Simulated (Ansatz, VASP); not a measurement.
# One calculation of LiF, two programs

```
CELL_PARAMETERS angstrom
3.22614 0.00000 0.00000
-1.61307 2.79392 0.00000
0.00000 0.00000 4.50433
ATOMIC_POSITIONS crystal
Li 0.33333 0.66667 0.38398
Li 0.66667 0.33333 0.88398
F 0.33333 0.66667 0.99102
F 0.66667 0.33333 0.49102
```

Alike in both runs: task single point; functional LDA; k mesh 9 × 9 × 6; occupations gaussian, width 0.05 eV; no spin polarisation.

|  | VASP | Ansatz |
| --- | --- | --- |
| version | VASP 6.6.1 | Ansatz 0.2.0 |
| potentials or method | VASP PAW LDA potentials, release 64 (Li_sv, F), cutoff 520 eV | scalar-relativistic, plane waves, PAW |
| valence electrons in the cell | 20 | 20 |

|  | VASP | Ansatz | Ansatz less VASP |
| --- | --- | --- | --- |
| gap on the k mesh at the Fermi level (eV) | 7.25 | 7.26 | +0.013 |
| least direct gap on the mesh (eV) | 7.25 | 7.26 | +0.013 |
| rms of the force components (eV/Å) | 0.227 | 0.221 | -0.0059 |

LDA's correlation is that of Perdew and Zunger in VASP and of Perdew and Wang (1992) in Ansatz. Atom by atom the forces differ by 0.006 eV/Å (rms over components).

Noted on VASP's run: the cutoff is short for stress, so the pressure is rough.
